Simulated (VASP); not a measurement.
A run of VASP 6.6.1 is set up as follows.

The input INCAR:

```
SYSTEM = C
  PREC = Accurate
  ENCUT = 520
  EDIFF = 1E-6
  ISMEAR = 0
  SIGMA = 0.15
  LREAL = .FALSE.
  LASPH = .TRUE.
  NELM = 100
  ALGO = Normal
  ISIF = 2
  LWAVE = .FALSE.
  LCHARG = .FALSE.
  GGA = PS
  IVDW = 12
  NBANDS = 11
```

Contents of KPOINTS:

```
regular mesh
0
G
  21 21 12
  0 0 0
```

POSCAR

```
C
1.0
    2.5190997031      0.0000000000      0.0000000000
   -1.2595498516      2.1816043375      0.0000000000
    0.0000000000      0.0000000000      3.6177192973
C
2
Direct
    0.3474284648      0.6948569296      0.0000000000
    0.6525715352      0.3051430704      0.0000000000
```

Potentials or basis: VASP PAW PBE potentials, release 64 (C).

Run with:

```bash
$ cat potpaw_PBE.64/C/POTCAR > POTCAR
$ mpirun -np 1 vasp_std > vasp.out
```

Problem. Predict the pressure.

Solution. -11.2 GPa.

Problem. Predict the dispersion energy per atom.

Solution. -0.100 eV.

Problem. Predict the band gap on the k mesh.

Solution. Zero (band 4 reaches 3.92 eV, above the bottom of band 5 at 3.08 eV).

Problem. Predict the largest force.

Solution. 6.409 eV/Å.

Forces on the atoms (eV/Å):
```
C    0.000 -6.409  0.000
C    0.000  6.409  0.000
```

Caveat: the PAW data sets were made with another functional, which shifts forces and pressure a little.
